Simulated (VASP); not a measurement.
Wanted: the native input for a VASP 6.6.1 run.

- Task: relaxation of cell and atoms
- Functional: RPBE
- Dispersion: D3(BJ)
- Potentials or basis: VASP PAW PBE potentials, release 64 (Ta_pv, N)
- Cutoff: 600 eV
- k mesh: 6 × 6 × 9
- Occupations: fermi-dirac, width 0.05 eV
- Spin: no spin polarisation
- Dipole correction: no
- Further INCAR settings: ALGO = Normal; EDIFF = 1e-07; IBRION = 2; EDIFFG = -0.01; NSW = 60; ISIF = 3

The structure of TaN lies in POSCAR:

```
TaN
1.0
    5.1960000000      0.0000000000      0.0000000000
   -2.5980000000      4.4998679981      0.0000000000
    0.0000000000      0.0000000000      2.9110000000
Ta N
3 3
Direct
    0.0000000000      0.0000000000      0.0000000000
    0.6666666667      0.3333333333      0.5000000000
    0.3333333333      0.6666666667      0.5000000000
    0.0000000000      0.3928500000      0.0000000000
    0.6071500000      0.6071500000      0.0000000000
    0.3928500000      0.0000000000      0.0000000000
```

These files were run (other wordings do the same):

INCAR

```
SYSTEM = TaN
PREC = Accurate ; ENCUT = 600
EDIFF = 1E-7 ; ISMEAR = -1
SIGMA = 0.05 ; LREAL = .FALSE.
LASPH = .TRUE. ; NELM = 60
ALGO = Normal ; ISIF = 3
LWAVE = .FALSE. ; LCHARG = .FALSE.
GGA = RP ; IVDW = 12
IBRION = 2 ; NSW = 60
EDIFFG = -0.01
```

KPOINTS

```
regular mesh
0
G
  6 6 9
  0 0 0
```

Potentials or basis: VASP PAW PBE potentials, release 64 (Ta_pv, N).

The run is started by

```console
$ cat potpaw_PBE.64/Ta_pv/POTCAR potpaw_PBE.64/N/POTCAR > POTCAR
$ mpirun -np 1 vasp_std > vasp.out
```

Results of the run:

```
Relaxed volume                         : 10.34 Å³/atom
Relaxed cell                           : a = 5.017 Å, b = 5.017 Å, c = 2.846 Å, α = 90.00°, β = 90.00°, γ = 120.00°
Space group after relaxing (to 0.05 Å) : P-62m (No. 189)
Energy gained by relaxing              : 106.7 meV/atom
Ionic steps                            : 10
Pressure after relaxing                : 0.0 GPa
Largest force after relaxing           : 0.010 eV/Å
Band gap on the k mesh                 : zero (band 24 reaches 11.17 eV, above the bottom of band 25 at 8.14 eV)
Dispersion energy per atom             : -2.921 eV
```

Caveat: the PAW data sets were made with another functional, which shifts forces and pressure a little; spin-orbit coupling is left out, which moves the levels of the heavy elements; pairwise dispersion overbinds metals, which lowers pressure and volume.

Run time: 17 min on 1 thread of AMD EPYC 7R13 (shared host), peak memory 0.23 GiB.
